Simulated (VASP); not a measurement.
InTe4W, 6 atoms in the cell. It takes space group P4/mmm (No. 123, tetragonal). The conventional cell has a = 8.858 Å, b = 8.858 Å, c = 2.913 Å, α = 90.00°, β = 90.00°, γ = 90.00°. In (site symmetry 4/mmm) has 2 In at 2.91 Å and 8 Te at 3.33 Å within 3.8 Å. Te (site symmetry m2m) has 3 Te at 2.87 to 2.91 Å and 2 In at 3.33 Å within 3.8 Å. Within 3.8 Å of W (site symmetry 4/mmm) lie 2 W at 2.91 Å. 

- Program: VASP 6.6.1
- Task: single point
- Functional: PBE
- Potentials or basis: VASP PAW PBE potentials, release 64 (In_d, Te, W_sv)
- Cutoff: 520 eV
- k mesh: 6 × 6 × 10
- Occupations: gaussian, width 0.1 eV
- Spin: no spin polarisation
- Dipole correction: no
- Further INCAR settings: ALGO = Normal; EDIFF = 1e-06; NBANDS = 34

Potentials or basis: VASP PAW PBE potentials, release 64 (In_d, Te, W_sv).

Command:

```bash
$ cat potpaw_PBE.64/In_d/POTCAR potpaw_PBE.64/Te/POTCAR potpaw_PBE.64/W_sv/POTCAR > POTCAR
$ mpirun -np 1 vasp_std > vasp.out
```

Hardware: 1 thread of Intel(R) Xeon(R) 6975P-C (Granite Rapids) (shared host).

**Question.** How long does it take, and how much memory?

**Answer.** It took 4 min on 1 thread of Intel(R) Xeon(R) 6975P-C (Granite Rapids) (shared host), peak memory 0.65 GiB. Counts: scf iterations 14, k points 60.
